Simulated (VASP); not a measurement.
Here is a VASP 6.6.1 calculation.

INCAR

```
SYSTEM = P
ALGO     = Normal         ! electronic algorithm
EDIFF    = 1E-7           ! SCF threshold, eV
ENCUT    = 520            ! plane-wave cutoff, eV
GGA      = PE             ! functional
ISIF     = 2              ! what is computed and relaxed
ISMEAR   = -1             ! smearing method
LASPH    = .TRUE.         ! aspherical terms in the spheres
LCHARG   = .FALSE.        ! write CHGCAR
LREAL    = .FALSE.        ! projectors in reciprocal space
LWAVE    = .FALSE.        ! write WAVECAR
NBANDS   = 8              ! bands
NELM     = 60             ! most SCF steps
PREC     = Accurate       ! precision mode
SIGMA    = 0.1            ! smearing width, eV
```

Contents of KPOINTS:

```
k-points
0
G
  17 17 17
  0 0 0
```

Contents of POSCAR:

```
P
1.0
   -1.2868603906      1.2868603906      1.2868603906
    1.2868603906     -1.2868603906      1.2868603906
    1.2868603906      1.2868603906     -1.2868603906
P
1
Direct
    0.0000000000      0.0000000000      0.0000000000
```

Potentials or basis: VASP PAW PBE potentials, release 64 (P).

Command:

```console
$ cat potpaw_PBE.64/P/POTCAR > POTCAR
$ mpirun -np 1 vasp_std > vasp.out
```

**Question.** Estimate the pressure.

**Answer.** 138.7 GPa.
